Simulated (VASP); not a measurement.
Wanted: the native input for a VASP 6.6.1 run.

```yaml
Task: single point
Functional: PBEsol
Potentials_or_basis: VASP PAW PBE potentials, release 64 (Nb_sv, H)
Cutoff: 520 eV
k_mesh: 12 × 12 × 8
Occupations: gaussian, width 0.1 eV
Spin: no spin polarisation
Dipole_correction: no
Further_INCAR_settings: ALGO = Normal; EDIFF = 1e-07; NBANDS = 24
```

The structure of NbH2 lies in POSCAR:

```
NbH2
1.0
    2.3267450818      2.3267450818      0.0000000000
   -2.3267450818      2.3267450818      0.0000000000
    0.0000000000      0.0000000000      4.6534901636
Nb H
2 4
Direct
    0.0000000000      0.0000000000      0.0000000000
    0.5000000000      0.5000000000      0.5000000000
    0.0000000000      0.5000000000      0.7500000000
    0.5000000000      0.0000000000      0.7500000000
    0.5000000000      0.0000000000      0.2500000000
    0.0000000000      0.5000000000      0.2500000000
```

This cell differs from its parent crystal: equal strain along all axes, cell held: +3.0 %.

These files were run (other wordings do the same):

INCAR

```
  PREC = Accurate
  ENCUT = 520
  EDIFF = 1E-7
  ISMEAR = 0
  SIGMA = 0.1
  LREAL = F
  LASPH = T
  NELM = 80
  ALGO = Normal
  ISIF = 2
  LWAVE = F
  LCHARG = T
  GGA = PS
  LELF = T
  LVHAR = T
  NBANDS = 24
```

KPOINTS

```
Automatic mesh
0
Gamma
  12 12 8
```

Potentials or basis: VASP PAW PBE potentials, release 64 (Nb_sv, H).

Run with:

```console
$ cat potpaw_PBE.64/Nb_sv/POTCAR potpaw_PBE.64/H/POTCAR > POTCAR
$ mpirun -np 1 vasp_std > vasp.out
```

It gave:

| Item | Value |
| --- | --- |
| Pressure | -14.6 GPa |
| Band gap on the k mesh | zero (bands 15 and 16 overlap by 3.70 eV) |

Caveat: the cell differs from its parent crystal (equal strain along all axes, cell held: +3.0 %); the cell stands under tension; the PAW data sets were made with another functional, which shifts forces and pressure a little.

Run time: 53 s on 1 thread of Intel(R) Xeon(R) 6975P-C (Granite Rapids) (shared host), peak memory 0.25 GiB.
